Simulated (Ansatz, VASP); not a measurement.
**SiC in VASP and in Ansatz**

Contents of INCAR:

```
SYSTEM = SiC
PREC = Accurate ; ENCUT = 600
EDIFF = 1E-7 ; ISMEAR = 0
SIGMA = 0.01 ; LREAL = .False.
LASPH = .True. ; NELM = 120
ALGO = Normal ; ISIF = 3
LWAVE = .False. ; LCHARG = .False.
GGA = PE ; IBRION = 2
NSW = 80 ; EDIFFG = -0.001
GGA_COMPAT = .False. ; NELMIN = 4
```

The input KPOINTS:

```
regular mesh
0
Gamma
  10 10 10
  0 0 0
```

POSCAR

```
SiC
1.0
    0.0000000000      2.1897201901      2.1897201901
    2.1897201901      0.0000000000      2.1897201901
    2.1897201901      2.1897201901      0.0000000000
Si C
1 1
Direct
    0.0000000000      0.0000000000      0.0000000000
    0.7500000000      0.7500000000      0.7500000000
```

Input for Ansatz:

```yaml
crystal:
  lattice:
    - [0.0, 2.1897201901, 2.1897201901]
    - [2.1897201901, 0.0, 2.1897201901]
    - [2.1897201901, 2.1897201901, 0.0]
  atoms:
    - { symbol: Si, position: [0.0, 0.0, 0.0] }
    - { symbol: C, position: [0.75, 0.75, 0.75] }
basis:
  ecutwfc: 420
kpoints:
  mp_grid: { grid: [10, 10, 10] }
hamiltonian:
  xc: pbe
scf:
  occupations: { method: fixed }
output:
  forces: true
  stress: true
  eigenvalues: true
relax:
  adjacent_minimum: "off"
  f_tol: 0.001
  max_steps: 60
  cell: { stress_tol: 0.01 }
```

Alike in both runs: task relaxation of cell and atoms; functional PBE; k mesh 10 × 10 × 10; no spin polarisation.

```csv
,VASP,Ansatz
version,VASP 6.6.1,Ansatz 0.2.0
potentials or method,"VASP PAW PBE potentials, release 64 (Si, C), cutoff 600 eV","scalar-relativistic, plane waves, PAW"
occupations,"gaussian, width 0.01 eV",fixed
valence electrons in the cell,8,8
```

```csv
,VASP,Ansatz,Ansatz less VASP
"gap on the k mesh at the Fermi level, each at its own relaxed structure (eV)",1.37,1.37,+0.003
relaxed volume (Å³/atom),10.49,10.50,+0.010
relaxed cell length with the largest relative difference (Å),3.096,3.097,+0.0010
```
